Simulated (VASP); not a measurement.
A run of VASP 6.6.1 is set up as follows.

File INCAR:

```
ALGO     = Normal         # electronic algorithm
EDIFF    = 1E-6           # SCF threshold, eV
ENCUT    = 520            # plane-wave cutoff, eV
GGA      = PE             # functional
ISIF     = 2              # what is computed and relaxed
ISMEAR   = 0              # smearing method
ISPIN    = 2              # spin polarisation
LASPH    = T              # aspherical terms in the spheres
LCHARG   = T              # write CHGCAR
LELF     = T              # ELF
LORBIT   = 11             # projections on sites
LREAL    = Auto         
LVHAR    = T            
LWAVE    = F              # write WAVECAR
MAGMOM   = 0 0 0 0 0 0 0 0 0 0 0 0.22 0 0 0.33 0 0.51 # initial moments
NBANDS   = 78             # bands
NELM     = 150            # most SCF steps
PREC     = Accurate       # precision mode
SIGMA    = 0.02           # smearing width, eV
```

Contents of KPOINTS:

```
k-points
0
Gamma
  2 2 2
```

File POSCAR:

```
Na8F9
1.0
    0.0000000000      4.6999823628     -4.6999823628
    4.6999823628      4.6999823628      0.0000000000
    4.6999823628      0.0000000000     -4.6999823628
Na F
8 9
Direct
    0.4756989128     -0.0045528894      0.5043171053
    0.5179313053      0.4930065309      0.4683662257
    0.0215793363     -0.0045633150      0.5043094457
   -0.0105809972      0.5074590319      0.5105467031
    0.5106098948     -0.0190725184     -0.0052779985
    0.4532252114      0.5047022131     -0.0124054721
   -0.0187491129      0.0264782909      0.0082373713
    0.0516000873      0.5046628512     -0.0124356850
    0.2409078189      0.7529295276      0.2461391151
    0.2498821079      0.2438503832      0.2534676533
    0.7570534792      0.7531526135      0.2459339016
    0.7490869600      0.1577604856      0.3411064928
    0.2501035981      0.7596438081      0.7371794685
    0.2517461575      0.2539923361      0.7482116375
    0.7489511084      0.7947427696      0.7043875369
    0.7430722565      0.2537810587      0.7484431278
    0.7373196818      0.4786272216      1.0438327469
```

Potentials or basis: VASP PAW PBE potentials, release 64 (Na_pv, F).

The run is started by

```console
$ cat potpaw_PBE.64/Na_pv/POTCAR potpaw_PBE.64/F/POTCAR > POTCAR
$ mpirun -np 1 vasp_std > vasp.out
```

Q: What does it give for the largest force?

A: 0.049 eV/Å.

Q: Predict the net moment.

A: 0.00 μB per cell.

Q: What does it give for the pressure?

A: 4.7 GPa.

Stress tensor (GPa, compression positive):
```
 1.47  0.00  0.00
 0.00  6.29 -2.03
 0.00 -2.03  6.28
```

Caveat: the k points lie up to 0.58 Å⁻¹ apart.
